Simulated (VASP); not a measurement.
# CdTe (R-3m) in VASP: single point with PBEsol

Aim: the single point of CdTe with PBEsol.

All numbers are computed with VASP 6.6.1; they aren't measurements. Logs are shortened: lines on timing, memory, paths and dates and some standing lists are left out, and cuts for length are marked.

### 1 The cell of the first run

The typed cell holds 6 atoms: a = 4.241 Å, b = 4.241 Å, c = 10.396 Å, α = 90.00°, β = 90.00°, γ = 120.00°.

### 2 Single point, PBEsol

Input file INCAR:

```
PREC     = Accurate       # precision mode
ENCUT    = 520            # plane-wave cutoff, eV
EDIFF    = 1E-7           # SCF threshold, eV
ISMEAR   = 0              # smearing method
SIGMA    = 0.1            # smearing width, eV
LREAL    = False          # projectors in reciprocal space
LASPH    = True           # aspherical terms in the spheres
NELM     = 100            # most SCF steps
ALGO     = Normal         # electronic algorithm
ISIF     = 2              # what is computed and relaxed
LWAVE    = False          # write WAVECAR
LCHARG   = False          # write CHGCAR
GGA      = PS             # functional
NBANDS   = 36             # bands
```

Input file KPOINTS:

```
regular mesh
0
Gamma
  12 12 4
```

Input file POSCAR:

```
CdTe
1.0
    4.2406028275      0.0000000000      0.0000000000
   -2.1203014137      3.6724697760      0.0000000000
    0.0000000000      0.0000000000     10.3956337206
Cd Te
3 3
Direct
    0.0000000000      0.0000000000      0.0000000000
    0.3333333333      0.6666666667      0.3333333333
    0.6666666667      0.3333333333      0.6666666667
    0.6666666667      0.3333333333      0.1666666667
    0.0000000000      0.0000000000      0.5000000000
    0.3333333333      0.6666666667      0.8333333333
```

Potentials or basis: VASP PAW PBE potentials, release 64 (Cd, Te).

Command:

```sh
cat potpaw_PBE.64/Cd/POTCAR potpaw_PBE.64/Te/POTCAR > POTCAR
mpirun -np 1 vasp_std > vasp.out
```

OUTCAR:

```text
PREC = Accurate
   ENCUT = 520
   EDIFF = 1E-7
   ISMEAR = 0
   LREAL = False
   LASPH = True
   NELM = 100
   ISIF = 2
   GGA = PS

 ion  position               nearest neighbor table
   1  0.000  0.000  0.000-   4 3.00   6 3.00   6 3.00   4 3.00   4 3.00   6 3.00
   2  0.333  0.667  0.333-   4 3.00   4 3.00   4 3.00   5 3.00   5 3.00   5 3.00
   3  0.667  0.333  0.667-   6 3.00   6 3.00   6 3.00   5 3.00   5 3.00   5 3.00
   4  0.667  0.333  0.167-   2 3.00   2 3.00   2 3.00   1 3.00   1 3.00   1 3.00
   5  0.000  0.000  0.500-   2 3.00   3 3.00   2 3.00   3 3.00   3 3.00   2 3.00
   6  0.333  0.667  0.833-   3 3.00   3 3.00   3 3.00   1 3.00   1 3.00   1 3.00

  LATTYP: Found a hexagonal cell.
 ALAT       =     4.2406028275
 C/A-ratio  =     2.4514518675

  Lattice vectors:

 A1 = (   4.2406028275,   0.0000000000,   0.0000000000)
 A2 = (  -2.1203014137,   3.6724697760,   0.0000000000)
 A3 = (   0.0000000000,   0.0000000000,  10.3956337206)

Analysis of symmetry for initial positions (statically):
=====================================================================
 Subroutine PRICEL returns following result:

  LATTYP: Found a trigonal (rhomboedric) cell.
 ALAT       =     4.2428677074
 COS(alpha) =     0.5005336663

  Lattice vectors:

 A1 = (   2.1203014135,  -1.2241565919,   3.4652112399)
 A2 = (  -0.0000000002,   2.4483131841,   3.4652112399)
 A3 = (  -2.1203014133,  -1.2241565922,   3.4652112409)

   3 primitive cells build up your supercell.

 Routine SETGRP: Setting up the symmetry group for a
 hexagonal supercell.

 Subroutine GETGRP returns: Found 12 space group operations
 (whereof 12 operations were pure point group operations)
 out of a pool of 24 trial point group operations.

The static configuration has the point symmetry D_3d.

Analysis of symmetry for dynamics (positions and initial velocities):
=====================================================================
 Subroutine PRICEL returns following result:

  LATTYP: Found a trigonal (rhomboedric) cell.
 ALAT       =     4.2428677074
 COS(alpha) =     0.5005336663

  Lattice vectors:

 A1 = (   2.1203014135,  -1.2241565919,   3.4652112399)
 A2 = (  -0.0000000002,   2.4483131841,   3.4652112399)
 A3 = (  -2.1203014133,  -1.2241565922,   3.4652112409)

   3 primitive cells build up your supercell.

 Routine SETGRP: Setting up the symmetry group for a
 hexagonal supercell.

 Subroutine GETGRP returns: Found 12 space group operations
 (whereof 12 operations were pure point group operations)
 out of a pool of 24 trial point group operations.

The dynamic configuration has the point symmetry D_3d.

 Subroutine INISYM returns: Found 12 space group operations
 (whereof 12 operations are pure point group operations),
 and found     3 'primitive' translations

----------------------------------------------------------------------------------------

                                     Primitive cell

  volume of cell :      53.9654

  direct lattice vectors                    reciprocal lattice vectors
     2.120301414 -1.224156592  3.465211240     0.235815529 -0.136148159  0.096194232
    -0.000000000  2.448313184  3.465211240     0.000000000  0.272296319  0.096194232
    -2.120301413 -1.224156592  3.465211241    -0.235815529 -0.136148159  0.096194232

  length of vectors
     4.242867707  4.242867708  4.242867708     0.288788184  0.288788184  0.288788184

  position of ions in fractional coordinates (direct lattice)
     0.000000000  0.000000000  0.000000000
     0.500000000  0.500000000  0.500000000

  ion indices of the primitive-cell ions
   primitive index   ion index
                 1           1
                 2           4

----------------------------------------------------------------------------------------

 KPOINTS: regular mesh

Automatic generation of k-mesh.
 Grid dimensions read from file:
 generate k-points for:   12   12    4

 Generating k-lattice:

  Cartesian coordinates                     Fractional coordinates (reciprocal lattice)
     0.019651294  0.011345680  0.000000000     0.083333333  0.000000000  0.000000000
     0.000000000  0.022691360  0.000000000     0.000000000  0.083333333  0.000000000
     0.000000000  0.000000000  0.024048558     0.000000000  0.000000000  0.250000000

  Length of vectors
     0.022691360  0.022691360  0.024048558

  Shift w.r.t. Gamma in fractional coordinates (k-lattice)
     0.000000000  0.000000000  0.000000000

 Subroutine IBZKPT returns following result:
 ===========================================

 Found     69 irreducible k-points:

 Following reciprocal coordinates:
            Coordinates               Weight
  0.000000  0.000000  0.000000      1.000000
  0.083333  0.000000  0.000000      6.000000
  0.166667  0.000000  0.000000      6.000000
  0.250000  0.000000  0.000000      6.000000
  0.333333  0.000000  0.000000      6.000000
  0.416667  0.000000  0.000000      6.000000
[... 16 lines left out ...]
  0.166667  0.000000  0.250000      6.000000
  0.000000  0.166667  0.250000      6.000000
 [... further k-points ...]
   k-points           NKPTS =     69   k-points in BZ     NKDIM =     69   number of bands    NBANDS=     36
   number of dos      NEDOS =    301   number of ions     NIONS =      6
   total plane-waves  NPLWV =  81920
   dimension x,y,z NGX =    32 NGY =   32 NGZ =   80
   dimension x,y,z NGXF=    64 NGYF=   64 NGZF=  160
   ions per type =               3   3
   NGX,Y,Z   is equivalent  to a cutoff of  12.55, 12.55, 12.79 a.u.
   NGXF,Y,Z  is equivalent  to a cutoff of  25.09, 25.09, 25.59 a.u.
 SYSTEM =  unknown system
   PREC   = accura    normal or accurate (medium, high low for compatibility)
   ISTART =      0    job   : 0-new  1-cont  2-samecut
   ICHARG =      2    charge: 1-file 2-atom 10-const
   ISPIN  =      1    spin polarized calculation?
   LNONCOLLINEAR =      F non collinear calculations
   LSORBIT =      F    spin-orbit coupling
   LASPH  =      T    aspherical Exc in radial PAW
   ENCUT  =  520.0 eV  38.22 Ry    6.18 a.u.   7.88  7.88 19.33*2*pi/ulx,y,z
   NELM   =    100;   NELMIN=  2; NELMDL= -5     # of ELM steps
   EDIFF  = 0.1E-06   stopping-criterion for ELM
   LREAL  =      F    real-space projection
   EDIFFG = 0.1E-05   stopping-criterion for IOM
   NSW    =      0    number of steps for IOM
   IBRION =     -1    ionic relax: 0-MD 1-quasi-New 2-CG
   NFREE  =      0    steps in history (QN), initial steepest desc. (CG)
   ISIF   =      2    stress and relaxation
   ISYM   =      2    0-nonsym 1-usesym 2-fastsym
   POTIM  = 0.5000    time-step for ionic-motion
   TEBEG  =    0.0;   TEEND  =   0.0 temperature during run
   PSTRESS=    0.0 pullay stress
   NELECT =      54.0000    total number of electrons
   NUPDOWN=      -1.0000    fix difference up-down
   EMIN   =  10.00;   EMAX   =-10.00  energy-range for DOS
   EFERMI =   0.00;   METHOD = LEGACY
   ISMEAR =     0;   SIGMA  =   0.10  broadening in eV -4-tet -1-fermi 0-gaus
   EFERMI_NEDOS =   21; number of points for ismear=-14 and -15
   IALGO  =     38    algorithm
   IMIX   =      4    mixing-type and parameters
     AMIX     =   0.40;   BMIX     =  1.00
     AMIX_MAG =   1.60;   BMIX_MAG =  1.00
  volume/ion in A,a.u.               =      26.98       182.09
  Fermi-wavevector in a.u.,A,eV,Ry     =   1.135343  2.145487 17.537966  1.289004
  Thomas-Fermi vector in A             =   2.272048
   LORBIT       =      0    0 simple, 1 ext, 2 COOP (PROOUT), +10 PAW based schemes
   GGA     = PS    functional components
   LHFCALC =     F    Hartree Fock is set to
   AEXX    =    0.0000 exact exchange contribution
   IVDW    =     0    specifies the selected vdW correction
   LEPSILON=     F    determine dielectric tensor
   LRPA    =     F    only Hartree local field effects (RPA)
 non-spin polarized calculation
 Gauss-broadening in eV      SIGMA  =   0.10
  energy-cutoff  :      520.00
  volume of cell :      161.90
 maximum number of plane-waves:      4392
   NGX = 15   NGY = 15   NGZ = 39

 number of electron      53.9999998 magnetization

 Free energy of the ion-electron system (eV)
  ---------------------------------------------------
  ext. energy  EPLUGINS =         0.00000000
  ---------------------------------------------------
  free energy    TOTEN  =       -15.74504569 eV

  energy without entropy =      -15.73058029  energy(sigma->0) =      -15.73781299

 E-fermi :   4.2987     XC(G=0): -10.1315

 val. band max:        4.2955132683   @ k =  -0.0833   0.3333   0.2500
 cond. band min:       4.3036896183   @ k =   0.4167   0.1667   0.0000
 fundamental gap:      0.0081763501
 Fermi energy:         4.2987186324

 k-point     1 :       0.0000    0.0000    0.0000
  band No.  band energies     occupation
      1      -7.6248      2.00000
      2      -6.7974      2.00000
      3      -6.7974      2.00000
      4      -4.1575      2.00000
      5      -4.1575      2.00000
      6      -4.1575      2.00000
[... 28 lines left out ...]
     35       9.4739      0.00000
     36       9.4739      0.00000

 k-point     2 :       0.0833    0.0000    0.0000
  band No.  band energies     occupation
      1      -7.5705      2.00000
      2      -6.7811      2.00000
      3      -6.7766      2.00000
      4      -4.1718      2.00000
      5      -4.1548      2.00000
      6      -4.1292      2.00000
[... 28 lines left out ...]
     35      10.2370      0.00000
     36      10.3760      0.00000

 k-point     3 :       0.1667    0.0000    0.0000
  band No.  band energies     occupation
      1      -7.4137      2.00000
      2      -6.7459      2.00000
      3      -6.7125      2.00000
      4      -4.1756      2.00000
      5      -4.1002      2.00000
      6      -4.0880      2.00000
[... 28 lines left out ...]
     35      10.3294      0.00000
     36      10.3333      0.00000
[... 742 lines left out ...]
 k-point    23 :       0.1667    0.0000    0.2500
  band No.  band energies     occupation
      1      -7.3655      2.00000
      2      -6.9667      2.00000
      3      -6.5361      2.00000
      4      -4.1528      2.00000
      5      -4.1320      2.00000
      6      -4.0971      2.00000
[... 28 lines left out ...]
     35       9.7302      0.00000
     36      10.0472      0.00000

 k-point    24 :       0.0000    0.1667    0.2500
  band No.  band energies     occupation
      1      -7.3552      2.00000
      2      -6.9964      2.00000
      3      -6.5119      2.00000
      4      -4.1806      2.00000
      5      -4.1048      2.00000
      6      -4.0865      2.00000
[... 28 lines left out ...]
     35       9.9394      0.00000
     36      10.2131      0.00000

 [... further k-points ...]
[... 5 lines left out ...]
  --------------------------------------------------------------------------------------
  -------------------------------------------------------------------------------------
  Total        0.2304715      0.2304715      0.2276488      0.0000000      0.0000000      0.0000000
  in kB        2.2808199      2.2808199      2.2528858      0.0000000      0.0000000      0.0000000
  external PRESSURE =       2.2715086 kB  Pullay stress =       0.0000000 kB

 VOLUME and BASIS-vectors are now :
 -----------------------------------------------------------------------------
  energy-cutoff  :      520.00
  volume of cell :      161.90
      direct lattice vectors                 reciprocal lattice vectors
     4.240602828  0.000000000  0.000000000     0.235815529  0.136148159  0.000000000
    -2.120301414  3.672469776  0.000000000     0.000000000  0.272296319  0.000000000
     0.000000000  0.000000000 10.395633721     0.000000000  0.000000000  0.096194232

 POSITION                                       TOTAL-FORCE (eV/Angst)
 -----------------------------------------------------------------------------------
      0.00000      0.00000      0.00000        -0.000000     -0.000000      0.000000
     -0.00000      2.44831      3.46521        -0.000000     -0.000000      0.000000
      2.12030      1.22416      6.93042         0.000000      0.000000     -0.000000
      2.12030      1.22416      1.73261        -0.000000      0.000000     -0.000000
      0.00000      0.00000      5.19782         0.000000     -0.000000      0.000000
     -0.00000      2.44831      8.66303         0.000000     -0.000000      0.000000
 -----------------------------------------------------------------------------------
    total drift:                               -0.000000      0.000000     -0.000000

  FREE ENERGIE OF THE ION-ELECTRON SYSTEM (eV)
  ---------------------------------------------------
  free  energy   TOTEN  =       -15.7450456905 eV

  energy  without entropy=      -15.7305802917  energy(sigma->0) =      -15.73781299
```

It took 3.2 min on 1 thread of Intel Xeon 6975P-C (Granite Rapids), shared host; peak memory 0.48 GiB.

Results:

```yaml
Free_energy: -15.7450 eV
Pressure: 0.2 GPa
Band_gap_on_the_k_mesh: zero (bands 27 and 28 overlap by 0.90 eV)
```

Levels at points of the mesh, in eV from the Fermi level:
| k point | band 23 | band 24 | band 25 | band 26 | band 27 | band 28 | band 29 | band 30 | band 31 | band 32 |
| --- | --- | --- | --- | --- | --- | --- | --- | --- | --- | --- |
| (0.00, 0.00, 0.00) | -0.47 | -0.13 | -0.13 | -0.13 | -0.13 | 0.54 | 2.83 | 2.83 | 4.58 | 4.58 |
| (0.50, 0.00, 0.00) | -2.22 | -1.41 | -1.41 | -1.33 | -0.76 | -0.76 | 2.07 | 2.07 | 4.13 | 4.43 |
| (0.00, 0.00, 0.50) | -0.37 | -0.37 | -0.37 | 0.03 | 0.03 | 2.27 | 2.27 | 2.66 | 3.95 | 3.95 |
| (0.50, 0.00, 0.50) | -2.91 | -1.81 | -1.81 | 0.03 | 0.03 | 0.20 | 0.20 | 2.65 | 3.94 | 3.95 |

Caveat: the PAW data sets were made with another functional, which shifts forces and pressure a little; spin-orbit coupling is left out, which moves the levels of the heavy elements.
